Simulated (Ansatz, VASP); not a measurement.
Sn3Ir: VASP beside Ansatz

```
CELL_PARAMETERS angstrom
4.46523 0.00000 0.00000
0.00000 4.46523 0.00000
0.00000 0.00000 4.46523
ATOMIC_POSITIONS crystal
Sn 0.00000 0.50000 0.50000
Sn 0.50000 0.00000 0.50000
Sn 0.50000 0.50000 0.00000
Ir 0.00000 0.00000 0.00000
```

Alike in both runs: functional PBE; k mesh 10 × 10 × 10; occupations gaussian, width 0.1 eV; no spin polarisation.

Ansatz relaxed the structure, and its values are those at the end. VASP's run is a single point on that final structure, the one shown.

|  | VASP | Ansatz |
| --- | --- | --- |
| version | VASP 6.6.1 | Ansatz 0.2.0 |
| potentials or method | VASP PAW PBE potentials, release 64 (Sn_d, Ir), cutoff 520 eV | scalar-relativistic, plane waves, PAW |
| valence electrons in the cell | 51 | 59 |

```tsv
	VASP	Ansatz	Ansatz less VASP
gap on the k mesh at the Fermi level (eV)	none	none	-
pressure (GPa)	-0.1	0.0	+0.05
```

A gap of «none» marks a metal or a gap that the smearing closes. VASP's potentials hold 51 valence electrons a cell and Ansatz's 59, so a difference there can come from the potentials and not from the codes.

Spin-orbit coupling is off throughout.
